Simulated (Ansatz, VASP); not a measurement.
# One calculation of Ga, two programs

```
Ga
1.0
     5.45061    0.00000    0.00000
     0.00000    5.45061    0.00000
     0.00000    0.00000    5.45061
Ga
8
Direct
  0.00000 0.00000 0.00000
  0.50000 0.50000 0.50000
  0.25000 0.00000 0.50000
  0.75000 0.00000 0.50000
  0.50000 0.25000 0.00000
  0.50000 0.75000 0.00000
  0.00000 0.50000 0.25000
  0.00000 0.50000 0.75000
```

Alike in both runs: functional RPBE; k mesh 5 × 5 × 5; occupations fermi-dirac, width 0.1 eV; no spin polarisation.

Ansatz relaxed the structure, and its values are those at the end. VASP's run is a single point on that final structure, the one shown.

|  | VASP | Ansatz |
| --- | --- | --- |
| version | VASP 6.6.1 | Ansatz 0.2.0 |
| potentials or method | VASP PAW PBE potentials, release 64 (Ga_d), cutoff 520 eV | plane waves (420 eV) with PAW, scalar-relativistic |
| valence electrons in the cell | 104 | 104 |

Ansatz gave:

```
pressure (GPa) : 0.0
```

Task: Estimate VASP's values.

Result: Pressure (GPa): 0.1.

VASP's potentials were made for PBE, not for RPBE. With one functional, cell and mesh, what is left measures potentials, basis and numerics.
